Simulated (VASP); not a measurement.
# Sr (Fm-3m) in VASP: a series of runs

Sr is run at these levels: r2SCAN; tasks: single point.

Program: VASP 6.6.1. These are calculated values, not measurements. Logs are shortened: lines on timing, memory, paths and dates and some standing lists are left out, and cuts for length are marked.

## 1. The cell of the first run

It takes space group Fm-3m (No. 225, cubic). Conventional cell: a = 6.104 Å, b = 6.104 Å, c = 6.104 Å, α = 90.00°, β = 90.00°, γ = 90.00°. Within 5.7 Å of Sr (site symmetry m-3m) lie 12 Sr at 4.32 Å.

## 2. Single point, r2SCAN

Contents of POSCAR:

```
Sr
1.0
    0.0000000000      3.0521104090      3.0521104090
    3.0521104090      0.0000000000      3.0521104090
    3.0521104090      3.0521104090      0.0000000000
Sr
1
Direct
    0.0000000000      0.0000000000      0.0000000000
```

Contents of INCAR.step1:

```
  PREC = Accurate
  ENCUT = 520
  ISMEAR = -1
  SIGMA = 0.1
  LREAL = False
  LASPH = True
  NELM = 60
  NBANDS = 11
  GGA = PE
  ALGO = Normal
  EDIFF = 1E-4
  LWAVE = True
  LCHARG = False
```

Contents of INCAR.step2:

```
  PREC = Accurate
  ENCUT = 520
  EDIFF = 1E-7
  ISMEAR = -1
  SIGMA = 0.1
  LREAL = False
  LASPH = True
  NELM = 60
  ALGO = Normal
  ISIF = 2
  LWAVE = False
  LCHARG = False
  METAGGA = R2SCAN
  LMIXTAU = True
  NBANDS = 11
  ISTART = 1
```

Contents of KPOINTS:

```
Automatic mesh
0
Gamma
  9 9 9
```

Potentials or basis: VASP PAW PBE potentials, release 64 (Sr_sv).

Launch:

```sh
> cat potpaw_PBE.64/Sr_sv/POTCAR > POTCAR
> cp INCAR.step1 INCAR
> mpirun -np 1 vasp_std > vasp.out
> cp INCAR.step2 INCAR
> mpirun -np 1 vasp_std > vasp.out
```

OUTCAR:

```text
PREC = Accurate
   ENCUT = 520
   EDIFF = 1E-7
   ISMEAR = -1
   LREAL = False
   LASPH = True
   NELM = 60
   ISIF = 2
   METAGGA = R2SCAN
   ISTART = 1

 ion  position               nearest neighbor table
   1  0.000  0.000  0.000-

  LATTYP: Found a face centered cubic cell.
 ALAT       =     6.1042208180

  Lattice vectors:

 A1 = (   0.0000000000,   3.0521104090,   3.0521104090)
 A2 = (   3.0521104090,   0.0000000000,   3.0521104090)
 A3 = (   3.0521104090,   3.0521104090,   0.0000000000)

Analysis of symmetry for initial positions (statically):
=====================================================================
 Subroutine PRICEL returns:
 Original cell was already a primitive cell.

 Routine SETGRP: Setting up the symmetry group for a
 face centered cubic supercell.

 Subroutine GETGRP returns: Found 48 space group operations
 (whereof 48 operations were pure point group operations)
 out of a pool of 48 trial point group operations.

The static configuration has the point symmetry O_h .

Analysis of symmetry for dynamics (positions and initial velocities):
=====================================================================
 Subroutine PRICEL returns:
 Original cell was already a primitive cell.

 Routine SETGRP: Setting up the symmetry group for a
 face centered cubic supercell.

 Subroutine GETGRP returns: Found 48 space group operations
 (whereof 48 operations were pure point group operations)
 out of a pool of 48 trial point group operations.

The dynamic configuration has the point symmetry O_h .

 Subroutine INISYM returns: Found 48 space group operations
 (whereof 48 operations are pure point group operations),
 and found     1 'primitive' translations

----------------------------------------------------------------------------------------

                                     Primitive cell

  volume of cell :      56.8631

  direct lattice vectors                    reciprocal lattice vectors
     0.000000000  3.052110409  3.052110409    -0.163821072  0.163821072  0.163821072
     3.052110409  0.000000000  3.052110409     0.163821072 -0.163821072  0.163821072
     3.052110409  3.052110409  0.000000000     0.163821072  0.163821072 -0.163821072

  length of vectors
     4.316335934  4.316335934  4.316335934     0.283746421  0.283746421  0.283746421

  position of ions in fractional coordinates (direct lattice)
     0.000000000  0.000000000  0.000000000

  ion indices of the primitive-cell ions
   primitive index   ion index
                 1           1

----------------------------------------------------------------------------------------

 KPOINTS: Automatic mesh

Automatic generation of k-mesh.
 Grid dimensions read from file:
 generate k-points for:    9    9    9

 Generating k-lattice:

  Cartesian coordinates                     Fractional coordinates (reciprocal lattice)
    -0.018202341  0.018202341  0.018202341     0.111111111  0.000000000  0.000000000
     0.018202341 -0.018202341  0.018202341     0.000000000  0.111111111  0.000000000
     0.018202341  0.018202341 -0.018202341     0.000000000  0.000000000  0.111111111

  Length of vectors
     0.031527380  0.031527380  0.031527380

  Shift w.r.t. Gamma in fractional coordinates (k-lattice)
     0.000000000  0.000000000  0.000000000

 Subroutine IBZKPT returns following result:
 ===========================================

 Found     35 irreducible k-points:

 Following reciprocal coordinates:
            Coordinates               Weight
  0.000000  0.000000  0.000000      1.000000
  0.111111  0.000000  0.000000      8.000000
  0.222222  0.000000  0.000000      8.000000
  0.333333  0.000000  0.000000      8.000000
  0.444444  0.000000  0.000000      8.000000
  0.111111  0.111111  0.000000      6.000000
[... 16 lines left out ...]
 -0.333333  0.333333  0.000000     12.000000
  0.444444  0.444444  0.000000      6.000000
 [... further k-points ...]
   k-points           NKPTS =     35   k-points in BZ     NKDIM =     35   number of bands    NBANDS=     11
   number of dos      NEDOS =    301   number of ions     NIONS =      1
   total plane-waves  NPLWV =  32768
   dimension x,y,z NGX =    32 NGY =   32 NGZ =   32
   dimension x,y,z NGXF=    64 NGYF=   64 NGZF=   64
   ions per type =               1
   NGX,Y,Z   is equivalent  to a cutoff of  12.32, 12.32, 12.32 a.u.
   NGXF,Y,Z  is equivalent  to a cutoff of  24.65, 24.65, 24.65 a.u.
 SYSTEM =  unknown system
   PREC   = accura    normal or accurate (medium, high low for compatibility)
   ISTART =      1    job   : 0-new  1-cont  2-samecut
   ICHARG =      0    charge: 1-file 2-atom 10-const
   ISPIN  =      1    spin polarized calculation?
   LNONCOLLINEAR =      F non collinear calculations
   LSORBIT =      F    spin-orbit coupling
   LASPH  =      T    aspherical Exc in radial PAW
   ENCUT  =  520.0 eV  38.22 Ry    6.18 a.u.   8.03  8.03  8.03*2*pi/ulx,y,z
   NELM   =     60;   NELMIN=  2; NELMDL=  0     # of ELM steps
   EDIFF  = 0.1E-06   stopping-criterion for ELM
   LREAL  =      F    real-space projection
   EDIFFG = 0.1E-05   stopping-criterion for IOM
   NSW    =      0    number of steps for IOM
   IBRION =     -1    ionic relax: 0-MD 1-quasi-New 2-CG
   NFREE  =      0    steps in history (QN), initial steepest desc. (CG)
   ISIF   =      2    stress and relaxation
   ISYM   =      2    0-nonsym 1-usesym 2-fastsym
   POTIM  = 0.5000    time-step for ionic-motion
   TEBEG  =    0.0;   TEEND  =   0.0 temperature during run
   PSTRESS=    0.0 pullay stress
   NELECT =      10.0000    total number of electrons
   NUPDOWN=      -1.0000    fix difference up-down
   EMIN   =  10.00;   EMAX   =-10.00  energy-range for DOS
   EFERMI =   0.00;   METHOD = LEGACY
   ISMEAR =    -1;   SIGMA  =   0.10  broadening in eV -4-tet -1-fermi 0-gaus
   EFERMI_NEDOS =   21; number of points for ismear=-14 and -15
   IALGO  =     38    algorithm
   IMIX   =      4    mixing-type and parameters
     AMIX     =   0.40;   BMIX     =  1.00
     AMIX_MAG =   1.60;   BMIX_MAG =  1.00
  volume/ion in A,a.u.               =      56.86       383.73
  Fermi-wavevector in a.u.,A,eV,Ry     =   0.917201  1.733259 11.446009  0.841258
  Thomas-Fermi vector in A             =   2.042143
   LORBIT       =      0    0 simple, 1 ext, 2 COOP (PROOUT), +10 PAW based schemes
   METAGGA = R2SCAN    functional components
   LHFCALC =     F    Hartree Fock is set to
   AEXX    =    0.0000 exact exchange contribution
   IVDW    =     0    specifies the selected vdW correction
   LEPSILON=     F    determine dielectric tensor
   LRPA    =     F    only Hartree local field effects (RPA)
 non-spin polarized calculation
  energy-cutoff  :      520.00
  volume of cell :       56.86
 maximum number of plane-waves:      1550
   NGX = 17   NGY = 17   NGZ = 17

 number of electron      10.0000000 magnetization

 Free energy of the ion-electron system (eV)
  ---------------------------------------------------
  ext. energy  EPLUGINS =         0.00000000
  ---------------------------------------------------
  free energy    TOTEN  =       -15.11938157 eV

  energy without entropy =      -15.07607818  energy(sigma->0) =      -15.09772987

 E-fermi :   1.4761     XC(G=0):  -7.6862

 val. band max:        1.4569394039   @ k =  -0.3333   0.4444   0.2222
 cond. band min:       1.4780000692   @ k =  -0.4444   0.2222   0.0000
 fundamental gap:      0.0210606653
 Fermi energy:         1.4760771557

 k-point     1 :       0.0000    0.0000    0.0000
  band No.  band energies     occupation
      1     -36.5943      2.00000
      2     -17.8581      2.00000
      3     -17.8581      2.00000
      4     -17.8581      2.00000
      5      -2.2920      2.00000
      6       4.1564      0.00000
      7       4.1564      0.00000
      8       4.1564      0.00000
      9       5.6549      0.00000
     10       5.6549      0.00000
     11       8.9121      0.00000

 k-point     2 :       0.1111    0.0000    0.0000
  band No.  band energies     occupation
      1     -36.5928      2.00000
      2     -17.8799      2.00000
      3     -17.8610      2.00000
      4     -17.8610      2.00000
      5      -2.0901      2.00000
      6       3.8234      0.00000
      7       4.2447      0.00000
      8       4.2447      0.00000
      9       5.5349      0.00000
     10       5.5349      0.00000
     11       9.4145      0.00000

 k-point     3 :       0.2222    0.0000    0.0000
  band No.  band energies     occupation
      1     -36.5889      2.00000
      2     -17.9345      2.00000
      3     -17.8683      2.00000
      4     -17.8683      2.00000
      5      -1.5156      2.00000
      6       3.1210      0.00000
      7       4.3220      0.00000
      8       4.3220      0.00000
      9       5.5146      0.00000
     10       5.5146      0.00000
     11       8.8940      0.00000

 k-point     4 :       0.3333    0.0000    0.0000
  band No.  band energies     occupation
      1     -36.5846      2.00000
      2     -17.9954      2.00000
      3     -17.8766      2.00000
      4     -17.8766      2.00000
      5      -0.6681      2.00000
      6       2.3519      0.00031
      7       4.1526      0.00000
      8       4.1526      0.00000
      9       5.9977      0.00000
     10       5.9977      0.00000
     11       8.0555      0.00000
[... 239 lines left out ...]
 k-point    22 :      -0.4444    0.3333    0.0000
  band No.  band energies     occupation
      1     -36.5777      2.00000
      2     -18.0066      2.00000
      3     -17.9498      2.00000
      4     -17.9113      2.00000
      5       1.1901      1.89160
      6       1.8726      0.03722
      7       2.4975      0.00007
      8       5.2046      0.00000
      9       5.9090      0.00000
     10       6.7030      0.00000
     11       7.4167      0.00000

 k-point    23 :      -0.3333    0.3333    0.0000
  band No.  band energies     occupation
      1     -36.5781      2.00000
      2     -17.9804      2.00000
      3     -17.9793      2.00000
      4     -17.9014      2.00000
      5       1.2971      1.71391
      6       1.9648      0.01497
      7       2.2981      0.00054
      8       4.8684      0.00000
      9       5.9432      0.00000
     10       6.1913      0.00000
     11       8.3248      0.00000

 k-point    24 :       0.4444    0.4444    0.0000
  band No.  band energies     occupation
      1     -36.5776      2.00000
      2     -18.0242      2.00000
      3     -17.9219      2.00000
      4     -17.9219      2.00000
      5       0.7642      1.99838
      6       2.0520      0.00629
      7       2.5471      0.00004
      8       6.3887      0.00000
      9       6.3887      0.00000
     10       6.6597      0.00000
     11       7.7300      0.00000

 [... further k-points ...]
[... 5 lines left out ...]
  --------------------------------------------------------------------------------------
  -------------------------------------------------------------------------------------
  Total        0.0062269      0.0062269      0.0062269      0.0000000     -0.0000000      0.0000000
  in kB        0.1754488      0.1754488      0.1754488      0.0000000     -0.0000000      0.0000000
  external PRESSURE =       0.1754488 kB  Pullay stress =       0.0000000 kB

 VOLUME and BASIS-vectors are now :
 -----------------------------------------------------------------------------
  energy-cutoff  :      520.00
  volume of cell :       56.86
      direct lattice vectors                 reciprocal lattice vectors
     0.000000000  3.052110409  3.052110409    -0.163821072  0.163821072  0.163821072
     3.052110409  0.000000000  3.052110409     0.163821072 -0.163821072  0.163821072
     3.052110409  3.052110409  0.000000000     0.163821072  0.163821072 -0.163821072

 POSITION                                       TOTAL-FORCE (eV/Angst)
 -----------------------------------------------------------------------------------
      0.00000      0.00000      0.00000         0.000000      0.000000      0.000000
 -----------------------------------------------------------------------------------
    total drift:                                0.000000      0.000000      0.000000

  FREE ENERGIE OF THE ION-ELECTRON SYSTEM (eV)
  ---------------------------------------------------
  free  energy   TOTEN  =       -15.1193815651 eV

  energy  without entropy=      -15.0760781830  energy(sigma->0) =      -15.09772987
```

Wall time 52 s (1 thread of Intel Xeon Platinum 8375C at 2.90GHz (Ice Lake), shared host); peak memory 0.19 GiB.

Results:

| Item | Value |
| --- | --- |
| Free energy | -15.1194 eV |
| Pressure | 0.0 GPa |
| Band gap on the k mesh | zero (band 5 reaches 1.46 eV, above the bottom of band 6 at 1.45 eV) |

Caveat: the PAW data sets were made with another functional, which shifts forces and pressure a little.

## 3. Single point, r2SCAN

POSCAR is that of step 2.

Contents of INCAR.step1:

```
SYSTEM = Sr
ALGO = Normal ; EDIFF = 1E-4
ENCUT = 520 ; GGA = PE
ISMEAR = -1 ; LASPH = .TRUE.
LCHARG = .FALSE. ; LREAL = .FALSE.
LWAVE = .TRUE. ; NBANDS = 11
NELM = 80 ; PREC = Accurate
SIGMA = 0.01
```

Contents of INCAR.step2:

```
SYSTEM = Sr
ALGO = Normal ; EDIFF = 1E-6
ENCUT = 520 ; ISIF = 2
ISMEAR = -1 ; ISTART = 1
LASPH = .TRUE. ; LCHARG = .TRUE.
LELF = .TRUE. ; LMIXTAU = .TRUE.
LREAL = .FALSE. ; LVHAR = .TRUE.
LWAVE = .FALSE. ; METAGGA = R2SCAN
NBANDS = 11 ; NELM = 80
PREC = Accurate ; SIGMA = 0.01
```

Contents of KPOINTS:

```
k-points
0
G
  9 9 9
  0 0 0
```

Potentials or basis: VASP PAW PBE potentials, release 64 (Sr_sv).

Launch:

```sh
> cat potpaw_PBE.64/Sr_sv/POTCAR > POTCAR
> cp INCAR.step1 INCAR
> mpirun -np 1 vasp_std > vasp.out
> cp INCAR.step2 INCAR
> mpirun -np 1 vasp_std > vasp.out
```

Wall time 45 s (1 thread of Intel Xeon Platinum 8375C at 2.90GHz (Ice Lake), shared host); peak memory 0.19 GiB.

Results (log left out):

```
Free energy            : -15.0934 eV
Pressure               : 0.0 GPa
Band gap on the k mesh : zero (band 5 reaches 1.46 eV, above the bottom of band 6 at 1.45 eV)
```

Levels at points of the mesh, in eV from the Fermi level:
```
           k point  band 3  band 4  band 5  band 6  band 7  band 8
(0.00, 0.00, 0.00)  -19.31  -19.31   -3.75    2.70    2.70    2.70
```

Caveat: the PAW data sets were made with another functional, which shifts forces and pressure a little.

## 4. Single point, r2SCAN

POSCAR is that of step 3.

Contents of INCAR.step1:

```
SYSTEM = Sr
  ALGO = Normal
  EDIFF = 1E-4
  ENCUT = 520
  GGA = PE
  ISMEAR = -1
  LASPH = .True.
  LCHARG = .False.
  LREAL = .False.
  LWAVE = .True.
  NBANDS = 11
  NELM = 80
  PREC = Accurate
  SIGMA = 0.03
```

Contents of INCAR.step2:

```
SYSTEM = Sr
  ALGO = Normal
  EDIFF = 1E-7
  ENCUT = 520
  ISIF = 2
  ISMEAR = -1
  ISTART = 1
  LASPH = .True.
  LCHARG = .False.
  LMIXTAU = .True.
  LREAL = .False.
  LWAVE = .False.
  METAGGA = R2SCAN
  NBANDS = 11
  NELM = 80
  PREC = Accurate
  SIGMA = 0.03
```

Contents of KPOINTS:

```
k-points
0
Gamma
  9 9 9
  0 0 0
```

Launch:

```sh
> cat potpaw_PBE.64/Sr_sv/POTCAR > POTCAR
> cp INCAR.step1 INCAR
> mpirun -np 1 vasp_std > vasp.out
> cp INCAR.step2 INCAR
> mpirun -np 1 vasp_std > vasp.out
```

Wall time 52 s (1 thread of Intel Xeon Platinum 8375C at 2.90GHz (Ice Lake), shared host); peak memory 0.19 GiB.

It converged, with:

```yaml
Free_energy: -15.0971 eV
Pressure: 0.0 GPa
Band_gap_on_the_k_mesh: zero (band 5 reaches 1.46 eV, above the bottom of band 6 at 1.45 eV)
```

Levels at points of the mesh, in eV from the Fermi level:
| k point | band 1 | band 2 | band 3 | band 4 | band 5 | band 6 | band 7 | band 8 | band 9 | band 10 |
| --- | --- | --- | --- | --- | --- | --- | --- | --- | --- | --- |
| (0.00, 0.00, 0.00) | -38.06 | -19.32 | -19.32 | -19.32 | -3.75 | 2.69 | 2.69 | 2.69 | 4.19 | 4.19 |

Caveat: the PAW data sets were made with another functional, which shifts forces and pressure a little.

## 5. Single point, r2SCAN

POSCAR is that of step 4.

Contents of INCAR.step1:

```
PREC = Accurate
ENCUT = 520
ISMEAR = -1
SIGMA = 0.2
LREAL = False
LASPH = True
NELM = 60
NBANDS = 11
GGA = PE
ALGO = Normal
EDIFF = 1E-4
LWAVE = True
LCHARG = False
```

Contents of INCAR.step2:

```
PREC = Accurate
ENCUT = 520
EDIFF = 1E-6
ISMEAR = -1
SIGMA = 0.2
LREAL = False
LASPH = True
NELM = 60
ALGO = Normal
ISIF = 2
LWAVE = False
LCHARG = False
METAGGA = R2SCAN
LMIXTAU = True
NBANDS = 11
ISTART = 1
```

Contents of KPOINTS:

```
Automatic mesh
0
Gamma
  9 9 9
```

Launch:

```sh
> cat potpaw_PBE.64/Sr_sv/POTCAR > POTCAR
> cp INCAR.step1 INCAR
> mpirun -np 1 vasp_std > vasp.out
> cp INCAR.step2 INCAR
> mpirun -np 1 vasp_std > vasp.out
```

It took 43 s on 1 thread of Intel Xeon Platinum 8375C at 2.90GHz (Ice Lake), shared host; peak memory 0.19 GiB.

The run converged. Its results:

```
Free energy            : -15.1814 eV
Pressure               : 0.1 GPa
Band gap on the k mesh : zero (band 5 reaches 1.46 eV, above the bottom of band 6 at 1.45 eV)
```

Levels at points of the mesh, in eV from the Fermi level:
| k point | band 2 | band 3 | band 4 | band 5 | band 6 | band 7 | band 8 | band 9 |
| --- | --- | --- | --- | --- | --- | --- | --- | --- |
| (0.00, 0.00, 0.00) | -19.29 | -19.29 | -19.29 | -3.74 | 2.72 | 2.72 | 2.72 | 4.22 |

Caveat: the PAW data sets were made with another functional, which shifts forces and pressure a little.

## 6. Single point, r2SCAN

POSCAR is that of step 5.

Contents of INCAR.step1:

```
  PREC = Accurate
  ENCUT = 520
  ISMEAR = -1
  SIGMA = 0.3
  LREAL = F
  LASPH = T
  NELM = 80
  NBANDS = 11
  GGA = PE
  ALGO = Normal
  EDIFF = 1E-4
  LWAVE = T
  LCHARG = F
```

Contents of INCAR.step2:

```
  PREC = Accurate
  ENCUT = 520
  EDIFF = 1E-7
  ISMEAR = -1
  SIGMA = 0.3
  LREAL = F
  LASPH = T
  NELM = 80
  ALGO = Normal
  ISIF = 2
  LWAVE = F
  LCHARG = T
  METAGGA = R2SCAN
  LMIXTAU = T
  LELF = T
  LVHAR = T
  NBANDS = 11
  ISTART = 1
```

KPOINTS is that of step 5.

Potentials or basis: VASP PAW PBE potentials, release 64 (Sr_sv).

Launch:

```sh
> cat potpaw_PBE.64/Sr_sv/POTCAR > POTCAR
> cp INCAR.step1 INCAR
> mpirun -np 1 vasp_std > vasp.out
> cp INCAR.step2 INCAR
> mpirun -np 1 vasp_std > vasp.out
```

It took 52 s on 1 thread of Intel Xeon Platinum 8375C at 2.90GHz (Ice Lake), shared host; peak memory 0.19 GiB.

It converged, with:

| Property | Result |
| --- | --- |
| Free energy | -15.2836 eV |
| Pressure | 0.1 GPa |
| Band gap on the k mesh | zero (band 5 reaches 1.46 eV, above the bottom of band 6 at 1.45 eV) |

Levels at points of the mesh, in eV from the Fermi level:
```
           k point  band 1  band 2  band 3  band 4  band 5  band 6  band 7  band 8  band 9  band 10
(0.00, 0.00, 0.00)  -37.95  -19.22  -19.22  -19.22   -3.69    2.77    2.77    2.77    4.29     4.29
```

Caveat: the PAW data sets were made with another functional, which shifts forces and pressure a little.

## 7. Summary

| smearing | gap on the mesh (eV) | pressure (GPa) |
| --- | --- | --- |
| fermi-dirac 0.1 eV | none | 0.0 |
| fermi-dirac 0.01 eV | none | 0.0 |
| fermi-dirac 0.03 eV | none | 0.0 |
| fermi-dirac 0.2 eV | none | 0.1 |
| fermi-dirac 0.3 eV | none | 0.1 |

Alike in all rows: task single point; level r2SCAN; potentials or basis VASP PAW PBE potentials, release 64 (Sr_sv); no spin polarisation; cell as given; k mesh 9 × 9 × 9; cutoff (eV) 520.

Every run on the cell as given and a fine mesh finds a metal.

Caveats: the PAW data sets were made with another functional, which shifts forces and pressure a little.

Total energies depend on the potentials used, so only differences within one code and one set of settings carry meaning.
